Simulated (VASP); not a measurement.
# CsBH3 (Pm-3m) in VASP: notebook

Runs on CsBH3. Level: PBE. Tasks: single point, relaxation of cell and atoms.

All numbers are computed with VASP 6.6.1; they aren't measurements. Logs are shortened: lines on timing, memory, paths and dates and some standing lists are left out, and cuts for length are marked.

### 1 The cell of the first run

It takes space group Pm-3m (No. 221, cubic). The conventional cell has a = 3.784 Å, b = 3.784 Å, c = 3.784 Å, α = 90.00°, β = 90.00°, γ = 90.00°. Cs (site symmetry m-3m) has 12 H at 2.68 Å and 8 B at 3.28 Å within 3.5 Å. B (site symmetry m-3m) has 6 H at 1.89 Å within 2.5 Å. H (site symmetry 4/mmm) has 2 B at 1.89 Å within 2.5 Å.

### 2 Single point, PBE

File INCAR:

```
SYSTEM = CsBH3
  ALGO = Normal
  EDIFF = 1E-6
  ENCUT = 520
  GGA = PE
  ISIF = 2
  ISMEAR = 0
  LASPH = .TRUE.
  LCHARG = .FALSE.
  LREAL = .FALSE.
  LWAVE = .FALSE.
  NBANDS = 16
  NELM = 80
  PREC = Accurate
  SIGMA = 0.1
```

File KPOINTS:

```
k-points
0
G
  4 4 4
  0 0 0
```

File POSCAR:

```
CsBH3
1.0
    3.7843723289      0.0000000000      0.0000000000
    0.0000000000      3.7843723289      0.0000000000
    0.0000000000      0.0000000000      3.7843723289
Cs B H
1 1 3
Direct
    0.5000000000      0.5000000000      0.5000000000
    0.0000000000      0.0000000000      0.0000000000
    0.5000000000      0.0000000000      0.0000000000
    0.0000000000      0.5000000000      0.0000000000
    0.0000000000      0.0000000000      0.5000000000
```

Potentials or basis: VASP PAW PBE potentials, release 64 (Cs_sv, B, H).

Started as:

```console
> cat potpaw_PBE.64/Cs_sv/POTCAR potpaw_PBE.64/B/POTCAR potpaw_PBE.64/H/POTCAR > POTCAR
> mpirun -np 1 vasp_std > vasp.out
```

OUTCAR:

```text
SYSTEM = CsBH3
   EDIFF = 1E-6
   ENCUT = 520
   GGA = PE
   ISIF = 2
   ISMEAR = 0
   LASPH = .TRUE.
   LREAL = .FALSE.
   NELM = 80
   PREC = Accurate

 ion  position               nearest neighbor table
   1  0.500  0.500  0.500-
   2  0.000  0.000  0.000-
   3  0.500  0.000  0.000-
   4  0.000  0.500  0.000-
   5  0.000  0.000  0.500-

  LATTYP: Found a simple cubic cell.
 ALAT       =     3.7843723289

  Lattice vectors:

 A1 = (   3.7843723289,   0.0000000000,   0.0000000000)
 A2 = (   0.0000000000,   3.7843723289,   0.0000000000)
 A3 = (   0.0000000000,   0.0000000000,   3.7843723289)

Analysis of symmetry for initial positions (statically):
=====================================================================
 Subroutine PRICEL returns:
 Original cell was already a primitive cell.

 Routine SETGRP: Setting up the symmetry group for a
 simple cubic supercell.

 Subroutine GETGRP returns: Found 48 space group operations
 (whereof 48 operations were pure point group operations)
 out of a pool of 48 trial point group operations.

The static configuration has the point symmetry O_h .

Analysis of symmetry for dynamics (positions and initial velocities):
=====================================================================
 Subroutine PRICEL returns:
 Original cell was already a primitive cell.

 Routine SETGRP: Setting up the symmetry group for a
 simple cubic supercell.

 Subroutine GETGRP returns: Found 48 space group operations
 (whereof 48 operations were pure point group operations)
 out of a pool of 48 trial point group operations.

The dynamic configuration has the point symmetry O_h .

 Subroutine INISYM returns: Found 48 space group operations
 (whereof 48 operations are pure point group operations),
 and found     1 'primitive' translations

----------------------------------------------------------------------------------------

                                     Primitive cell

  volume of cell :      54.1978

  direct lattice vectors                    reciprocal lattice vectors
     3.784372329  0.000000000  0.000000000     0.264244613  0.000000000  0.000000000
     0.000000000  3.784372329  0.000000000     0.000000000  0.264244613  0.000000000
[... 74 lines left out ...]
   ENCUT  =  520.0 eV  38.22 Ry    6.18 a.u.   7.04  7.04  7.04*2*pi/ulx,y,z
   NELM   =     80;   NELMIN=  2; NELMDL= -5     # of ELM steps
   EDIFF  = 0.1E-05   stopping-criterion for ELM
   LREAL  =      F    real-space projection
   EDIFFG = 0.1E-04   stopping-criterion for IOM
   NSW    =      0    number of steps for IOM
   IBRION =     -1    ionic relax: 0-MD 1-quasi-New 2-CG
   NFREE  =      0    steps in history (QN), initial steepest desc. (CG)
   ISIF   =      2    stress and relaxation
   ISYM   =      2    0-nonsym 1-usesym 2-fastsym
   POTIM  = 0.5000    time-step for ionic-motion
   TEBEG  =    0.0;   TEEND  =   0.0 temperature during run
   PSTRESS=    0.0 pullay stress
   NELECT =      15.0000    total number of electrons
   NUPDOWN=      -1.0000    fix difference up-down
   EMIN   =  10.00;   EMAX   =-10.00  energy-range for DOS
   EFERMI =   0.00;   METHOD = LEGACY
   ISMEAR =     0;   SIGMA  =   0.10  broadening in eV -4-tet -1-fermi 0-gaus
   EFERMI_NEDOS =   21; number of points for ismear=-14 and -15
   IALGO  =     38    algorithm
   IMIX   =      4    mixing-type and parameters
     AMIX     =   0.40;   BMIX     =  1.00
     AMIX_MAG =   1.60;   BMIX_MAG =  1.00
  volume/ion in A,a.u.               =      10.84        73.15
  Fermi-wavevector in a.u.,A,eV,Ry     =   1.066870  2.016091 15.486301  1.138211
  Thomas-Fermi vector in A             =   2.202468
   LORBIT       =      0    0 simple, 1 ext, 2 COOP (PROOUT), +10 PAW based schemes
   GGA     = PE    functional components
   LHFCALC =     F    Hartree Fock is set to
   AEXX    =    0.0000 exact exchange contribution
   IVDW    =     0    specifies the selected vdW correction
   LEPSILON=     F    determine dielectric tensor
   LRPA    =     F    only Hartree local field effects (RPA)
 non-spin polarized calculation
 Gauss-broadening in eV      SIGMA  =   0.10
  energy-cutoff  :      520.00
  volume of cell :       54.20
 maximum number of plane-waves:      1492
   NGX = 15   NGY = 15   NGZ = 15

 number of electron      14.9999999 magnetization

 Free energy of the ion-electron system (eV)
  ---------------------------------------------------
  ext. energy  EPLUGINS =         0.00000000
  ---------------------------------------------------
  free energy    TOTEN  =       -14.04332617 eV

  energy without entropy =      -14.04001101  energy(sigma->0) =      -14.04166859

 E-fermi :   3.4531     XC(G=0): -10.0533

 val. band max:        3.3846647443   @ k =   0.5000   0.0000   0.0000
 cond. band min:       3.7450688545   @ k =   0.5000   0.2500   0.0000
 fundamental gap:      0.3604041102
 Fermi energy:         3.4530614838

 k-point     1 :       0.0000    0.0000    0.0000
  band No.  band energies     occupation
      1     -18.3557      2.00000
      2      -5.6144      2.00000
      3      -4.5872      2.00000
      4      -4.5872      2.00000
      5      -4.5872      2.00000
      6       0.8635      2.00000
[... 167 lines left out ...]
      3      -5.6629      2.00000
      4      -5.6629      2.00000
      5      -2.2442      2.00000
      6      -2.2442      2.00000
[... 8 lines left out ...]
     15      14.0951      0.00000
     16      14.0951      0.00000

------------------------ aborting loop because EDIFF is reached ----------------------------------------

  FORCE on cell =-STRESS in cart. coord.  units (eV):
  Direction    XX          YY          ZZ          XY          YZ          ZX
  --------------------------------------------------------------------------------------
  -------------------------------------------------------------------------------------
  Total        0.1095687      0.1095687      0.1095687      0.0000000      0.0000000      0.0000000
  in kB        3.2390353      3.2390353      3.2390353      0.0000000      0.0000000      0.0000000
  external PRESSURE =       3.2390353 kB  Pullay stress =       0.0000000 kB

 VOLUME and BASIS-vectors are now :
 -----------------------------------------------------------------------------
  energy-cutoff  :      520.00
  volume of cell :       54.20
      direct lattice vectors                 reciprocal lattice vectors
     3.784372329  0.000000000  0.000000000     0.264244613  0.000000000  0.000000000
     0.000000000  3.784372329  0.000000000     0.000000000  0.264244613  0.000000000
     0.000000000  0.000000000  3.784372329     0.000000000  0.000000000  0.264244613

 POSITION                                       TOTAL-FORCE (eV/Angst)
 -----------------------------------------------------------------------------------
      1.89219      1.89219      1.89219         0.000000      0.000000      0.000000
      0.00000      0.00000      0.00000         0.000000      0.000000      0.000000
      1.89219      0.00000      0.00000         0.000000      0.000000      0.000000
      0.00000      1.89219      0.00000         0.000000      0.000000      0.000000
      0.00000      0.00000      1.89219         0.000000      0.000000      0.000000
 -----------------------------------------------------------------------------------
    total drift:                               -0.000000      0.000000      0.000000

  FREE ENERGIE OF THE ION-ELECTRON SYSTEM (eV)
  ---------------------------------------------------
  free  energy   TOTEN  =       -14.0433261665 eV

  energy  without entropy=      -14.0400110145  energy(sigma->0) =      -14.04166859
```

OSZICAR:

```text
N       E                     dE             d eps       ncg     rms          rms(c)
DAV:   1     0.488929224808E+02    0.48893E+02   -0.61243E+03   320   0.783E+02
DAV:   2    -0.111692995969E+02   -0.60062E+02   -0.54325E+02   456   0.141E+02
DAV:   3    -0.144381517380E+02   -0.32689E+01   -0.32562E+01   392   0.334E+01
DAV:   4    -0.144542641528E+02   -0.16112E-01   -0.16111E-01   384   0.261E+00
DAV:   5    -0.144543126403E+02   -0.48487E-04   -0.48487E-04   400   0.146E-01    0.308E+00
DAV:   6    -0.141366209303E+02    0.31769E+00   -0.16009E-01   344   0.290E+00    0.150E+00
DAV:   7    -0.140414121043E+02    0.95209E-01   -0.24442E-01   384   0.313E+00    0.373E-01
DAV:   8    -0.140430991649E+02   -0.16871E-02   -0.31427E-02   344   0.103E+00    0.174E-01
DAV:   9    -0.140433935162E+02   -0.29435E-03   -0.13863E-03   392   0.254E-01    0.511E-02
DAV:  10    -0.140433213983E+02    0.72118E-04   -0.60929E-05   352   0.602E-02    0.159E-02
DAV:  11    -0.140433267018E+02   -0.53035E-05   -0.17345E-05   360   0.255E-02    0.348E-03
DAV:  12    -0.140433261665E+02    0.53531E-06   -0.64924E-07   288   0.515E-03
   1 F= -.14043326E+02 E0= -.14041669E+02  d E =-.331515E-02
```

Run time: 16 s. Hardware: 1 thread of Intel Xeon 8259CL, shared host; peak memory 0.16 GiB.

What came out:

```yaml
Free_energy: -14.0433 eV
Pressure: 0.3 GPa
Band_gap_on_the_k_mesh: zero (an odd number of electrons rules out a gap without spin polarisation)
```

Caveat: the k points lie up to 0.42 Å⁻¹ apart, too coarse for converged energies and pressures of a metal; spin-orbit coupling is left out, which moves the levels of the heavy elements.

### 3 Relaxation of cell and atoms, PBE

This run uses another cell than the first one, of 13.64 Å³/atom.

File INCAR:

```
SYSTEM = CsBH3
ALGO = Normal
EDIFF = 1E-6
EDIFFG = -0.04
ENCUT = 600
GGA = PE
IBRION = 2
ISIF = 3
ISMEAR = 0
LASPH = .True.
LCHARG = .False.
LREAL = .False.
LWAVE = .False.
NELM = 60
NSW = 90
PREC = Accurate
SIGMA = 0.1
```

File KPOINTS:

```
k-points
0
Gamma
  4 4 4
  0 0 0
```

Edit POSCAR of step 2 so:

```diff
@@ -2,5 +2,5 @@
 1.0
-    3.7843723289      0.0000000000      0.0000000000
-    0.0000000000      3.7843723289      0.0000000000
-    0.0000000000      0.0000000000      3.7843723289
+    4.0852620700      0.0000000000      0.0000000000
+    0.0000000000      4.0852620700      0.0000000000
+    0.0000000000      0.0000000000      4.0852620700
 Cs B H
```

Potentials or basis: VASP PAW PBE potentials, release 64 (Cs_sv, B, H).

Started as:

```console
> cat potpaw_PBE.64/Cs_sv/POTCAR potpaw_PBE.64/B/POTCAR potpaw_PBE.64/H/POTCAR > POTCAR
> mpirun -np 1 vasp_std > vasp.out
```

It took 62 s on 1 thread of Intel Xeon 8259CL, shared host; peak memory 0.22 GiB.

It converged, with:

- Free energy: -14.0459 eV
- Relaxed volume: 10.85 Å³/atom
- Relaxed cell: a = 3.785 Å, b = 3.785 Å, c = 3.785 Å, α = 90.00°, β = 90.00°, γ = 90.00°
- Space group after relaxing (to 0.1 Å): Pm-3m (No. 221)
- Energy gained by relaxing: 77.8 meV/atom
- Ionic steps: 4
- Pressure after relaxing: 0.4 GPa
- Band gap on the k mesh: zero (an odd number of electrons rules out a gap without spin polarisation)

Step by step:
```
step  energy change (eV)  largest force (eV/Å)  pressure (GPa)  volume (Å³)
   1              0.0000                0.0000           -7.16        68.18
   2             -0.2385                0.0000           -5.58        62.34
   3             -0.3786                0.0000           -1.77        56.49
   4             -0.3888                0.0000            0.38        54.24
```

Final structure:
```
CELL_PARAMETERS angstrom
3.78527 0.00000 0.00000
0.00000 3.78527 0.00000
0.00000 0.00000 3.78527
ATOMIC_POSITIONS crystal
Cs 0.50000 0.50000 0.50000
B 0.00000 0.00000 0.00000
H 0.50000 0.00000 0.00000
H 0.00000 0.50000 0.00000
H 0.00000 0.00000 0.50000
```

Levels at points of the mesh, in eV from the Fermi level:
| k point | band 4 | band 5 | band 6 | band 7 | band 8 | band 9 | band 10 | band 11 |
| --- | --- | --- | --- | --- | --- | --- | --- | --- |
| (0.00, 0.00, 0.00) | -8.04 | -8.04 | -2.59 | -2.59 | 0.87 | 0.87 | 0.87 | 4.29 |
| (0.50, 0.00, 0.00) | -7.72 | -5.42 | -5.41 | -1.75 | -0.07 | -0.07 | 3.10 | 3.61 |
| (0.50, 0.50, 0.00) | -7.79 | -7.50 | -3.25 | -3.25 | 0.76 | 0.77 | 2.82 | 5.16 |
| (0.50, 0.50, 0.50) | -9.11 | -5.69 | -5.69 | -5.69 | -5.51 | 7.55 | 7.55 | 7.55 |

Caveat: the k points lie up to 0.41 Å⁻¹ apart in the final cell, too coarse for converged energies and pressures of a metal; the volume moved by over 15 % at a fixed basis, so the end points are rough; spin-orbit coupling is left out, which moves the levels of the heavy elements.
